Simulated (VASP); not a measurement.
A run of VASP 6.6.1 is set up as follows.

Contents of INCAR:

```
SYSTEM = Gd
PREC     = Accurate       ! precision mode
ENCUT    = 520            ! plane-wave cutoff, eV
EDIFF    = 1E-6           ! SCF threshold, eV
ISMEAR   = -1             ! smearing method
SIGMA    = 0.05           ! smearing width, eV
LREAL    = .FALSE.        ! projectors in reciprocal space
LASPH    = .TRUE.         ! aspherical terms in the spheres
NELM     = 150            ! most SCF steps
ALGO     = Normal         ! electronic algorithm
ISIF     = 2              ! what is computed and relaxed
LWAVE    = .FALSE.        ! write WAVECAR
LCHARG   = .FALSE.        ! write CHGCAR
ISPIN    = 2              ! spin polarisation
MAGMOM   = 7 7            ! initial moments
LORBIT   = 11             ! projections on sites
LMAXMIX  = 6              ! l up to which the mixer works
GGA      = RE             ! functional
NBANDS   = 29             ! bands
```

Contents of KPOINTS:

```
Automatic mesh
0
G
  8 8 5
  0 0 0
```

The input POSCAR:

```
Gd
1.0
    3.6932285520      0.0000000000      0.0000000000
   -1.8466142760      3.1984297481      0.0000000000
    0.0000000000      0.0000000000      5.9134379757
Gd
2
Direct
    0.6666666667      0.3333333333      0.7500000000
    0.3333333333      0.6666666667      0.2500000000
```

Potentials or basis: VASP PAW PBE potentials, release 64 (Gd).

Launch:

```console
$ cat potpaw_PBE.64/Gd/POTCAR > POTCAR
$ mpirun -np 1 vasp_std > vasp.out
```

Problem. Predict the site moments.

Solution. Gd +6.99 μB.

Problem. Predict the pressure.

Solution. -0.1 GPa.

Caveat: the PAW data sets were made with another functional, which shifts forces and pressure a little. The state reached can hang on the start; a lower one may exist.
